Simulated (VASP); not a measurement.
Crystal: AlN.

```
CELL_PARAMETERS angstrom
0.00000 2.04799 2.04799
2.04799 0.00000 2.04799
2.04799 2.04799 0.00000
ATOMIC_POSITIONS crystal
Al 0.50000 0.50000 0.50000
N 0.00000 0.00000 0.00000
```

This cell differs from its parent crystal: volume scaled by 1.02.

Base run:

* Program: VASP 6.6.1
* Functional: PBEsol
* Potentials or basis: VASP PAW PBE potentials, release 64 (Al, N)
* Cutoff: 520 eV
* k mesh: 11 × 11 × 11
* Occupations: fermi-dirac, width 0.05 eV
* Spin: no spin polarisation

Its results: band gap on the k mesh 4.32 eV, indirect (least direct gap 5.12 eV); pressure -9.2 GPa.

Question: The run is repeated on the same cell with these changes: functional from PBEsol to PBE0; k mesh from 11 × 11 × 11 to 6 × 6 × 6. What comes out?

Answer: Band gap on the k mesh 6.34 eV, indirect (least direct gap 7.36 eV); pressure -12.3 GPa.

Several settings changed at once, so the effect can't be laid on one alone.

Caveats: some runs use coarse meshes; the PAW data sets were made with another functional, which shifts forces and pressure a little.

A k mesh can miss the band edges.
